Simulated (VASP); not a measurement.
Set up this calculation in VASP 6.6.1, as the native input.

```yaml
Task: single point
Functional: LDA
Potentials_or_basis: VASP PAW LDA potentials, release 64 (Re)
Cutoff: 520 eV
k_mesh: 21 × 21 × 12
Occupations: gaussian, width 0.15 eV
Spin: no spin polarisation
Dipole_correction: no
Further_INCAR_settings: ALGO = Fast; EDIFF = 1e-07; NBANDS = 14
```

The structure of Re lies in POSCAR:

```
Re
1.0
    2.7653363785      0.0000000000      0.0000000000
   -1.3826681893      2.3948515538      0.0000000000
    0.0000000000      0.0000000000      4.4735766300
Re
2
Direct
    0.3333333333      0.6666666667      0.2500000000
    0.6666666667      0.3333333333      0.7500000000
```

The input as run:

INCAR

```
PREC = Accurate
ENCUT = 520
EDIFF = 1E-7
ISMEAR = 0
SIGMA = 0.15
LREAL = F
LASPH = T
NELM = 80
ALGO = Fast
ISIF = 2
LWAVE = F
LCHARG = F
NBANDS = 14
```

KPOINTS

```
Automatic mesh
0
Gamma
  21 21 12
```

Potentials or basis: VASP PAW LDA potentials, release 64 (Re).

Run with:

```console
$ cat potpaw_LDA.64/Re/POTCAR > POTCAR
$ mpirun -np 1 vasp_std > vasp.out
```

Results of the run:

```yaml
Pressure: -11.3 GPa
Band_gap_on_the_k_mesh: zero (band 7 reaches 9.39 eV, above the bottom of band 8 at 6.06 eV)
```

Caveat: spin-orbit coupling is left out, which moves the levels of the heavy elements.

It took 3.8 min on 1 thread of AMD EPYC 7R13 Processor (Zen 3), with other jobs on the host, peak memory 0.21 GiB.
